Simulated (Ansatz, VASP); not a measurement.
## One calculation of Al, two programs

File POSCAR:

```
Al
1.0
    2.8310814264      0.0000000000      0.0000000000
   -1.4155407132      2.4517884355      0.0000000000
    0.0000000000      0.0000000000      4.8990817340
Al
2
Direct
    0.3333333333      0.6666666667      0.2500000000
    0.6666666667      0.3333333333      0.7500000000
```

Contents of INCAR.step1:

```
SYSTEM = Al
PREC = Accurate ; ENCUT = 520
EDIFF = 1E-5 ; ISMEAR = -1
SIGMA = 0.05 ; LREAL = .False.
LASPH = .True. ; NELM = 60
ALGO = Normal ; ISIF = 2
LWAVE = .True. ; LCHARG = .False.
NBANDS = 10 ; GGA = PE
```

The input INCAR.step2:

```
SYSTEM = Al
PREC = Accurate ; ENCUT = 520
EDIFF = 1E-6 ; ISMEAR = -1
SIGMA = 0.05 ; LREAL = .False.
LASPH = .True. ; NELM = 60
ALGO = Normal ; ISIF = 2
LWAVE = .False. ; LCHARG = .False.
GGA = PE ; LHFCALC = .True.
HFSCREEN = 0.2079 ; PRECFOCK = Normal
NBANDS = 10 ; ISTART = 1
```

KPOINTS

```
Automatic mesh
0
Gamma
  6 6 4
  0 0 0
```

File input:

```
crystal:
  lattice:
    - [2.8310814264, 0.0, 0.0]
    - [-1.4155407132, 2.4517884355, 0.0]
    - [0.0, 0.0, 4.899081734]
  atoms:
    - { symbol: Al, position: [0.3333333333, 0.6666666667, 0.25] }
    - { symbol: Al, position: [0.6666666667, 0.3333333333, 0.75] }
hamiltonian:
  xc: hse06
  pseudopotentials: { kind: paw }
kpoints:
  mp_grid: { grid: [6, 6, 4] }
scf:
  occupations: { method: fermi_dirac, width: 0.05 }
output:
  forces: true
  stress: true
  eigenvalues: true
```

Alike in both runs: task single point; functional HSE06; k mesh 6 × 6 × 4; occupations fermi-dirac, width 0.05 eV; no spin polarisation.

|  | VASP | Ansatz |
| --- | --- | --- |
| version | VASP 6.6.1 | Ansatz 0.2.0 |
| potentials or method | VASP PAW PBE potentials, release 64 (Al) | Ansatz PAW |
| plane-wave cutoff (eV) | 520 | 420 |
| valence electrons in the cell | 6 | 6 |

VASP gave:

| Property | Result |
| --- | --- |
| gap on the k mesh at the Fermi level (eV) | none |
| pressure (GPa) | -1.4 |
| traceless stress, the component that is largest in VASP (GPa) | -1.68 |

What did Ansatz give for the same quantities?

gap on the k mesh at the Fermi level (eV): none; pressure (GPa): -1.5; traceless stress, the component that is largest in VASP (GPa): -1.71.

A gap of «none» marks a metal or a gap that the smearing closes. The functional is the same, so the differences come from potentials, cutoffs and numerics.

The k mesh is coarse, so the values compare programs but aren't converged.
